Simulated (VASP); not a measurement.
# Ti3N3O in VASP: further runs, part 2 of 2

VASP 6.6.1.

## Step 3: Single point, PBE, collinear spin, ferromagnetic start

INCAR

```
  ALGO = Normal
  DIPOL = 0.5 0.5 0.340
  EDIFF = 1E-7
  ENCUT = 520
  GGA = PE
  IDIPOL = 3
  ISIF = 2
  ISMEAR = 0
  ISPIN = 2
  LASPH = T
  LCHARG = T
  LDIPOL = T
  LELF = T
  LMAXMIX = 4
  LORBIT = 11
  LREAL = F
  LVACPOTAV = T
  LVHAR = T
  LWAVE = F
  MAGMOM = 0 0 0 0 0 0 2
  NBANDS = 42
  NELM = 150
  PREC = Accurate
  SIGMA = 0.1
```

KPOINTS

```
k-points
0
Gamma
  9 9 1
```

POSCAR

```
Ti3N3O
1.0
    3.0028555065      0.0000000000      0.0000000000
   -1.5014277533      2.6005491526      0.0000000000
    0.0000000000      0.0000000000     23.0541471875
N Ti O
3 3 1
Direct
    0.3333333333      0.6666666667      0.1735045746
    0.0000000000      0.0000000000      0.2798551255
    0.6666666667      0.3333333333      0.3877458571
    0.6666666667      0.3333333333      0.2266798501
    0.3333333333      0.6666666667      0.3342486897
    0.0000000000      0.0000000000      0.4361101326
    0.0000000000      0.0000000000      0.5406466388
```

Potentials or basis: VASP PAW PBE potentials, release 64 (N, Ti_sv, O).

Started as:

```
cat potpaw_PBE.64/N/POTCAR potpaw_PBE.64/Ti_sv/POTCAR potpaw_PBE.64/O/POTCAR > POTCAR
mpirun -np 1 vasp_std > vasp.out
```

OUTCAR:

```text
EDIFF = 1E-7
   ENCUT = 520
   GGA = PE
   ISIF = 2
   ISMEAR = 0
   ISPIN = 2
   LASPH = T
   LORBIT = 11
   LREAL = F
   NELM = 150
   PREC = Accurate

 ion  position               nearest neighbor table
   1  0.333  0.667  0.174-   4 2.12   4 2.12   4 2.12
   2  0.000  0.000  0.280-   4 2.12   4 2.12   4 2.12   5 2.14   5 2.14   5 2.14
   3  0.667  0.333  0.388-   6 2.06   6 2.06   6 2.06   5 2.13   5 2.13   5 2.13
   4  0.667  0.333  0.227-   2 2.12   2 2.12   2 2.12   1 2.12   1 2.12   1 2.12
   5  0.333  0.667  0.334-   3 2.13   3 2.13   3 2.13   2 2.14   2 2.14   2 2.14   6 2.92   6 2.92
                             6 2.92
   6  0.000  0.000  0.436-   3 2.06   3 2.06   3 2.06   7 2.41   5 2.92   5 2.92   5 2.92
   7  0.000  0.000  0.541-   6 2.41

  LATTYP: Found a hexagonal cell.
 ALAT       =     3.0028555065
 C/A-ratio  =     7.6774080996

  Lattice vectors:

 A1 = (   3.0028555065,   0.0000000000,   0.0000000000)
 A2 = (  -1.5014277533,   2.6005491526,   0.0000000000)
[... 1244 lines left out ...]
  in kB       -8.6807047     -8.6807047    -99.6381022      0.0000000      0.0000000      0.0000000
  external PRESSURE =     -38.9998372 kB  Pullay stress =       0.0000000 kB

 VOLUME and BASIS-vectors are now :
 -----------------------------------------------------------------------------
  energy-cutoff  :      520.00
  volume of cell :      180.03
      direct lattice vectors                 reciprocal lattice vectors
     3.002855506  0.000000000  0.000000000     0.333016357  0.192267083  0.000000000
    -1.501427753  2.600549153  0.000000000     0.000000000  0.384534166  0.000000000
     0.000000000  0.000000000 23.054147187     0.000000000  0.000000000  0.043376144

 POSITION                                       TOTAL-FORCE (eV/Angst)
 -----------------------------------------------------------------------------------
     -0.00000      1.73370      4.00000         0.000000     -0.000000      4.210266
      0.00000      0.00000      6.45182        -0.000000      0.000000      1.260580
      1.50143      0.86685      8.93915        -0.000000     -0.000000      0.089278
      1.50143      0.86685      5.22591         0.000000     -0.000000     -5.440408
     -0.00000      1.73370      7.70582        -0.000000      0.000000     -0.154234
      0.00000      0.00000     10.05415         0.000000      0.000000      3.195136
      0.00000      0.00000     12.46415        -0.000000      0.000000     -3.160618
 -----------------------------------------------------------------------------------
    total drift:                               -0.000000     -0.000000      0.000310

  FREE ENERGIE OF THE ION-ELECTRON SYSTEM (eV)
  ---------------------------------------------------
  free  energy   TOTEN  =       -58.8521662700 eV

  energy  without entropy=      -58.8356547302  energy(sigma->0) =      -58.84391050

 vacuum level on the upper side and lower side of the slab         6.793         6.566

 total charge

# of ion       s       p       d       tot
------------------------------------------
    1        1.311   2.199   0.000   3.510
    2        1.250   2.492   0.000   3.742
    3        1.251   2.504   0.000   3.755
    4        2.193   6.225   1.884  10.302
    5        2.180   6.222   1.974  10.377
    6        2.179   6.159   1.966  10.304
    7        1.617   2.997   0.000   4.614
--------------------------------------------------
tot         11.982  28.798   5.824  46.605

 magnetization (x)

# of ion       s       p       d       tot
------------------------------------------
    1        0.001   0.016   0.000   0.017
    2       -0.000   0.001   0.000   0.001
    3       -0.000   0.003   0.000   0.003
    4        0.000   0.000  -0.002  -0.002
    5        0.000   0.001   0.054   0.055
    6       -0.005  -0.013  -0.116  -0.133
    7        0.012   1.104   0.000   1.116
--------------------------------------------------
tot          0.008   1.113  -0.064   1.057
```

stdout:

```text
POSCAR found type information on POSCAR N TiO
 POSCAR found :  3 types and       7 ions
 scaLAPACK will be used
 LDA part: xc-table for (Slater+PW92), standard interpolation
 POSCAR, INCAR and KPOINTS ok, starting setup
 FFT: planning ... GRIDC
 FFT: planning ... GRID_SOFT
 FFT: planning ... GRID
 WAVECAR not read
 entering main loop
 -----------------------------------------------------------------------------
|                                                                             |
|           W    W    AA    RRRRR   N    N  II  N    N   GGGG   !!!           |
|           W    W   A  A   R    R  NN   N  II  NN   N  G    G  !!!           |
|           W    W  A    A  R    R  N N  N  II  N N  N  G       !!!           |
|           W WW W  AAAAAA  RRRRR   N  N N  II  N  N N  G  GGG   !            |
|           WW  WW  A    A  R   R   N   NN  II  N   NN  G    G                |
|           W    W  A    A  R    R  N    N  II  N    N   GGGG   !!!           |
|                                                                             |
|     Did not find any points to average over, which means that no vacuum     |
|     field-free region was found. Please increase the size of  your cell     |
|     in the dimension of the dipole correction to obtain accurate            |
|     workfunction values.                                                    |
|                                                                             |
 -----------------------------------------------------------------------------
```

It took 12 min on 1 thread of Intel Xeon Platinum 8488C (Sapphire Rapids), shared host; peak memory 0.46 GiB.

What came out:

| Property | Result |
| --- | --- |
| Free energy | -58.8522 eV |
| Largest force | 5.440 eV/Å |
| Net moment | 1.22 μB per cell |
| Site moments | N +0.02, +0.00; Ti -0.00, +0.06, -0.13; O +1.12 μB |
| Valence electrons inside the program's atomic spheres | N 3.51, 3.74, 3.75; Ti 10.30, 10.38; O 4.61 |

Forces in eV/Å, atoms in the order of the input:
```
N    0.000  0.000  4.210
N    0.000  0.000  1.261
N    0.000  0.000  0.089
Ti   0.000  0.000 -5.440
Ti   0.000  0.000 -0.154
Ti   0.000  0.000  3.195
O    0.000  0.000 -3.161
```

## Step 4: Single point, PBE, collinear spin, ferromagnetic start

INCAR

```
PREC = Accurate ; ENCUT = 520
EDIFF = 1E-7 ; ISMEAR = 0
SIGMA = 0.1 ; LREAL = F
LASPH = T ; NELM = 150
ALGO = Normal ; ISIF = 2
LWAVE = F ; LCHARG = F
ISPIN = 2 ; MAGMOM = 0 0 0 0 0 0 2
LORBIT = 11 ; LMAXMIX = 4
LDIPOL = T ; IDIPOL = 3
DIPOL = 0.5 0.5 0.345 ; GGA = PE
NBANDS = 42
```

KPOINTS

```
Automatic mesh
0
Gamma
  9 9 1
```

POSCAR, as its differences from that of step 3:

```diff
@@ -14,2 +14,2 @@
     0.0000000000      0.0000000000      0.4361101326
-    0.0000000000      0.0000000000      0.5406466388
+    0.0000000000      0.0000000000      0.5796851681
```

Started as:

```
cat potpaw_PBE.64/N/POTCAR potpaw_PBE.64/Ti_sv/POTCAR potpaw_PBE.64/O/POTCAR > POTCAR
mpirun -np 1 vasp_std > vasp.out
```

Wall time 20 min (1 thread of Intel Xeon Platinum 8488C (Sapphire Rapids), shared host); peak memory 0.47 GiB.

Results (log left out):

```
Free energy                                           : -56.9809 eV
Largest force                                         : 5.387 eV/Å
Net moment                                            : 0.89 μB per cell
Site moments                                          : N -0.02, -0.00, +0.02; Ti +0.01, -0.52; O +1.39 μB
Valence electrons inside the program's atomic spheres : N 3.51, 3.74, 3.75; Ti 10.30, 10.38, 10.33; O 4.57
```

Forces in eV/Å, atoms in the order of the input:
```
N    0.000  0.000  4.167
N    0.000  0.000  1.214
N    0.000  0.000  0.133
Ti   0.000  0.000 -5.387
Ti   0.000  0.000 -0.092
Ti   0.000  0.000  1.054
O    0.000  0.000 -1.089
```

Levels at points of the mesh, in eV from the Fermi level:
Spin up:
```tsv
k point	band 27	band 28	band 29	band 30	band 31	band 32
(0.00, 0.00, 0.00)	-0.23	-0.23	0.38	0.38	0.53	1.04
```
Spin down:
```tsv
k point	band 26	band 27	band 28	band 29	band 30	band 31
(0.00, 0.00, 0.00)	-0.29	0.24	0.24	0.38	0.74	1.35
```
